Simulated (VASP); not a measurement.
Input of a VASP 6.6.1 run:

Contents of INCAR:

```
ALGO = Normal ; EDIFF = 1E-6
ENCUT = 520 ; GGA = PS
ISIF = 2 ; ISMEAR = 0
LASPH = T ; LCHARG = F
LREAL = Auto ; LWAVE = F
NBANDS = 40 ; NELM = 100
PREC = Accurate ; SIGMA = 0.05
```

KPOINTS

```
k-points
0
Gamma
  1 1 6
```

POSCAR

```
B3P3H2
1.0
   19.5000000000      0.0000000000      0.0000000000
    0.0000000000      9.3000000000      0.0000000000
    0.0000000000      0.0000000000      5.5617794268
B P H
6 6 4
Direct
    0.7056478553      0.5000000000      0.3332816907
    0.5413418171      0.5000000000      0.3356770150
    0.6226108019      0.5000000000      0.8364180091
    0.3773891981      0.5000000000      0.3364180091
    0.4586581829      0.5000000000      0.8356770150
    0.2943521447      0.5000000000      0.8332816907
    0.6234372222      0.5000000000      0.1706333212
    0.7017431152      0.5000000000      0.6583972227
    0.4590784463      0.5000000000      0.1684752011
    0.5409215537      0.5000000000      0.6684752011
    0.2982568848      0.5000000000      0.1583972227
    0.3765627778      0.5000000000      0.6706333212
    0.7595957469      0.5000000000      0.2295623458
    0.2404042531      0.5000000000      0.7295623458
    0.7640115022      0.5000000000      0.7883015537
    0.2359884978      0.5000000000      0.2883015537
```

Potentials or basis: VASP PAW PBE potentials, release 64 (B, P, H).

Launch:

```console
$ cat potpaw_PBE.64/B/POTCAR potpaw_PBE.64/P/POTCAR potpaw_PBE.64/H/POTCAR > POTCAR
$ mpirun -np 1 vasp_std > vasp.out
```

Task: Estimate the band gap on the k mesh.

Result: 1.14 eV, direct.

Task: Estimate the largest force.

Result: 0.030 eV/Å.

Forces in eV/Å, atoms in the order of the input:
```
B   -0.004  0.000 -0.009
B    0.006  0.000 -0.002
B   -0.005  0.000  0.002
B    0.005  0.000  0.002
B   -0.006  0.000 -0.002
B    0.004  0.000 -0.009
P    0.002  0.000 -0.005
P    0.025  0.000  0.017
P    0.003  0.000  0.005
P   -0.003  0.000  0.005
P   -0.025  0.000  0.017
P   -0.002  0.000 -0.005
H    0.013  0.000 -0.003
H   -0.013  0.000 -0.003
H   -0.013  0.000 -0.005
H    0.013  0.000 -0.005
```

Caveat: the PAW data sets were made with another functional, which shifts forces and pressure a little.
